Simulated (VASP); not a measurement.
**As: relaxation of the atoms with PBE+D3(BJ)**

As, a slab with vacuum:

```
CELL_PARAMETERS angstrom
3.64306 0.00000 0.00000
-1.82153 3.09312 0.00000
0.00000 0.00000 28.57424
ATOMIC_POSITIONS crystal
As 0.33333 0.66667 0.47555
As 0.66667 0.33333 0.52445
```

This cell differs from its parent crystal: strain along x +0.020.

- Program: VASP 6.6.1
- Task: relaxation of the atoms
- Functional: PBE
- Dispersion: D3(BJ)
- Potentials or basis: VASP PAW PBE potentials, release 64 (As)
- Cutoff: 520 eV
- k mesh: 9 × 9 × 1
- Occupations: gaussian, width 0.02 eV
- Spin: no spin polarisation
- Dipole correction: yes
- Further INCAR settings: ALGO = Normal; EDIFF = 1e-06; IBRION = 2; EDIFFG = -0.01; NSW = 60

```yaml
Energy_gained_by_relaxing: 0.2 meV/atom
Ionic_steps: 4
Band_gap_on_the_k_mesh: 1.44 eV, indirect (least direct gap 1.84 eV)
Dispersion_energy_per_atom: -0.207 eV
```

Forces on the atoms (eV/Å):
```
As   0.000  0.002  0.001
As   0.000 -0.002 -0.001
```

Step by step:
| step | energy change (eV) | largest force (eV/Å) | pressure (GPa) |
| --- | --- | --- | --- |
| 1 | 0.0000 | 0.0754 | -0.14 |
| 2 | -0.0003 | 0.0177 | -0.13 |
| 3 | -0.0003 | 0.0162 | -0.13 |
| 4 | -0.0003 | 0.0021 | -0.13 |

Final structure:
```cif
data_structure
_symmetry_space_group_name_H-M 'P 1'
_symmetry_Int_Tables_number 1
_cell_length_a 3.6431
_cell_length_b 3.5896
_cell_length_c 28.5742
_cell_angle_alpha 90.000
_cell_angle_beta 90.000
_cell_angle_gamma 120.494
_cell_volume 321.99
loop_
_atom_site_label
_atom_site_type_symbol
_atom_site_fract_x
_atom_site_fract_y
_atom_site_fract_z
_atom_site_occupancy
As1 As 0.33262 0.66525 0.47559 1
As2 As 0.66738 0.33475 0.52441 1
```

Levels at points of the mesh, in eV from the valence-band top:
```tsv
k point	band 2	band 3	band 4	band 5	band 6	band 7	band 8	band 9
(0.00, 0.00, 0.00)	-7.24	-0.62	-0.16	0.00	1.84	3.35	3.49	4.78
```

Run time: 2.4 min on 1 thread of Intel(R) Xeon(R) 6975P-C (Granite Rapids), with other jobs on the host, peak memory 0.46 GiB.

Caveat: the cell differs from its parent crystal (strain along x +0.020).
